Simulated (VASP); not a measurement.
Set up this calculation in VASP 6.6.1, as the native input.

```
Task                   : single point
Functional             : LDA
Potentials or basis    : VASP PAW LDA potentials, release 64 (Bi_d)
Cutoff                 : 520 eV
k mesh                 : 20 × 20 × 20
Occupations            : gaussian, width 0.05 eV
Spin                   : no spin polarisation
Dipole correction      : no
Further INCAR settings : ALGO = Fast; EDIFF = 1e-07; NBANDS = 14
```

The structure of Bi lies in POSCAR:

```
Bi
1.0
   -1.8667045795      1.8667045795      1.8667045795
    1.8667045795     -1.8667045795      1.8667045795
    1.8667045795      1.8667045795     -1.8667045795
Bi
1
Direct
    0.0000000000      0.0000000000      0.0000000000
```

This isn't the form of Bi at room conditions, which is rhombohedral.

One way to write it, as run:

INCAR

```
SYSTEM = Bi
  PREC = Accurate
  ENCUT = 520
  EDIFF = 1E-7
  ISMEAR = 0
  SIGMA = 0.05
  LREAL = .FALSE.
  LASPH = .TRUE.
  NELM = 60
  ALGO = Fast
  ISIF = 2
  LWAVE = .FALSE.
  LCHARG = .TRUE.
  GGA = CA
  LELF = .TRUE.
  LVHAR = .TRUE.
  NBANDS = 14
```

KPOINTS

```
regular mesh
0
G
  20 20 20
  0 0 0
```

Potentials or basis: VASP PAW LDA potentials, release 64 (Bi_d).

The run is started by

```bash
$ cat potpaw_LDA.64/Bi_d/POTCAR > POTCAR
$ mpirun -np 1 vasp_std > vasp.out
```

It gave:

```
Pressure               : 10.3 GPa
Band gap on the k mesh : zero (an odd number of electrons rules out a gap without spin polarisation)
```

Caveat: the cell stands under pressure; spin-orbit coupling is left out, which moves the levels of the heavy elements.

It took 26 s on 1 thread of Intel(R) Xeon(R) 6975P-C (Granite Rapids) (shared host), peak memory 0.18 GiB.
